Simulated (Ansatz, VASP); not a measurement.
Two plane-wave programs on NiO

INCAR

```
SYSTEM = NiO
PREC = Accurate
ENCUT = 520
EDIFF = 1E-6
ISMEAR = -1
SIGMA = 0.05
LREAL = .False.
LASPH = .True.
NELM = 150
ALGO = Normal
ISIF = 2
LWAVE = .False.
LCHARG = .True.
ISPIN = 2
MAGMOM = 1 0
LORBIT = 11
LMAXMIX = 4
LDAU = .True.
LDAUTYPE = 2
LDAUL = 2 -1
LDAUU = 6 0
LDAUJ = 0 0
LDAUPRINT = 1
GGA = PS
LELF = .True.
LVHAR = .True.
NBANDS = 19
```

File KPOINTS:

```
Automatic mesh
0
Gamma
  11 11 11
  0 0 0
```

POSCAR

```
NiO
1.0
    0.0000000000      2.0859016414      2.0859016414
    2.0859016414      0.0000000000      2.0859016414
    2.0859016414      2.0859016414      0.0000000000
Ni O
1 1
Direct
    0.0000000000      0.0000000000      0.0000000000
    0.5000000000      0.5000000000      0.5000000000
```

input.yaml

```yaml
crystal:
  lattice:
    - [0.0, 2.0859016414, 2.0859016414]
    - [2.0859016414, 0.0, 2.0859016414]
    - [2.0859016414, 2.0859016414, 0.0]
  atoms:
    - { symbol: Ni, position: [0.0, 0.0, 0.0], spin: 1.0 }
    - { symbol: O, position: [0.5, 0.5, 0.5] }
hamiltonian:
  xc: pbesol
  pseudopotentials: { kind: paw }
  hubbard: { sites: [{ species: Ni, l: d, u_eff: 6.0 }] }
magnetization:
  spin_polarized: true
kpoints:
  mp_grid: { grid: [11, 11, 11] }
  band_path:
    path:
      - [[0.0, 0.0, 0.0], [0.5, 0.0, 0.5], [0.5, 0.25, 0.75], [0.375, 0.375, 0.75], [0.0, 0.0, 0.0], [0.5, 0.5, 0.5], [0.625, 0.25, 0.625], [0.5, 0.25, 0.75], [0.5, 0.5, 0.5], [0.375, 0.375, 0.75]]
      - [[0.625, 0.25, 0.625], [0.5, 0.0, 0.5]]
    npoints: 14
scf:
  occupations: { method: fermi_dirac, width: 0.05 }
  n_extra_bands: 6
output:
  forces: true
  stress: true
  eigenvalues: true
  fatbands: false
  write_density: true
  write_potential: true
  elf: true
  volumetric_format: npy
```

Alike in both runs: functional PBEsol; k mesh 11 × 11 × 11; occupations fermi-dirac, width 0.05 eV; collinear spin; Hubbard terms Ni d U = 6.0 eV.

```csv
,VASP,Ansatz
version,VASP 6.6.1,Ansatz 0.2.0
potentials or method,"VASP PAW PBE potentials, release 64 (Ni, O)",Ansatz PAW
plane-wave cutoff (eV),520,420
valence electrons in the cell,16,24
task,single point,band structure
```

Ansatz gave:

- gap on the k mesh at the Fermi level (eV): 1.93
- least direct gap on the mesh (eV): 2.63
- pressure (GPa): 4.1
- net moment per atom (μB): 1.00
- size of the moment on the site where the two differ most (μB): 1.71

Question: Which values does VASP return?

Answer: gap on the k mesh at the Fermi level (eV): 2.21; least direct gap on the mesh (eV): 2.87; pressure (GPa): -6.7; net moment per atom (μB): 1.00; size of the moment on the site where the two differ most (μB): 1.80.

VASP's potentials were made for PBE, not for PBEsol. Site moments also hang on the region over which each program counts them. The programs project onto different local orbitals, so the same U acts differently, and such runs can settle in different states. VASP's potentials hold 16 valence electrons a cell and Ansatz's 24, so a difference there can come from the potentials and not from the codes.

Noted on Ansatz's run: the magnetic or orbital state may not be the lowest.
